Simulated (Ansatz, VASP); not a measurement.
## Two plane-wave programs on C

```
C
1.0
     2.44491    0.00000    0.00000
    -1.22245    2.11735    0.00000
     0.00000    0.00000    6.64974
C
4
Direct
  0.00000 0.00000 0.25000
  0.00000 0.00000 0.75000
  0.33333 0.66667 0.25000
  0.66667 0.33333 0.75000
```

Alike in both runs: task relaxation of cell and atoms; functional LDA; k mesh 21 × 21 × 6; occupations fermi-dirac, width 0.15 eV; no spin polarisation.

```csv
,VASP,Ansatz
version,VASP 6.6.1,Ansatz 0.2.0
potentials or method,"VASP PAW LDA potentials, release 64 (C), cutoff 600 eV","scalar-relativistic, plane waves, PAW"
valence electrons in the cell,16,16
```

Ansatz gave:

| Quantity | Value |
| --- | --- |
| gap on the k mesh at the Fermi level, each at its own relaxed structure (eV) | none |
| relaxed volume (Å³/atom) | 8.60 |
| relaxed cell length with the largest relative difference (Å) | 6.647 |

Problem. Estimate VASP's values.

Solution. gap on the k mesh at the Fermi level, each at its own relaxed structure (eV): none; relaxed volume (Å³/atom): 8.50; relaxed cell length with the largest relative difference (Å): 6.560.

LDA's correlation is that of Perdew and Zunger in VASP and of Perdew and Wang (1992) in Ansatz. A gap of «none» marks a metal or a gap that the smearing closes.
